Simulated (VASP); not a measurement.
A run of VASP 6.6.1 is set up as follows.

File INCAR:

```
SYSTEM = Na4C
ALGO = Normal
EDIFF = 1E-6
ENCUT = 520
GGA = PE
ISIF = 2
ISMEAR = 0
LASPH = .TRUE.
LCHARG = .TRUE.
LELF = .TRUE.
LREAL = .FALSE.
LVHAR = .TRUE.
LWAVE = .FALSE.
NBANDS = 24
NELM = 100
PREC = Accurate
SIGMA = 0.1
```

Contents of KPOINTS:

```
k-points
0
G
  4 4 4
  0 0 0
```

Contents of POSCAR:

```
Na4C
1.0
    4.5822704600      0.0000000000      0.0000000000
    0.0000000000      4.5822704600      0.0000000000
    0.0000000000      0.0000000000      4.5822704600
Na C
4 1
Direct
    0.0000000000      0.0000000000      0.0000000000
    0.5000000000      0.5000000000      0.0000000000
    0.5000000000      0.0000000000      0.5000000000
    0.0000000000      0.5000000000      0.5000000000
    0.5000000000      0.5000000000      0.5000000000
```

Potentials or basis: VASP PAW PBE potentials, release 64 (Na_pv, C).

Command:

```console
$ cat potpaw_PBE.64/Na_pv/POTCAR potpaw_PBE.64/C/POTCAR > POTCAR
$ mpirun -np 1 vasp_std > vasp.out
```

Q: Estimate the pressure.

A: 9.9 GPa.

Q: What does it give for the band gap on the k mesh?

A: Zero (bands 16 and 17 overlap by 0.25 eV).

Caveat: the cell stands under pressure.
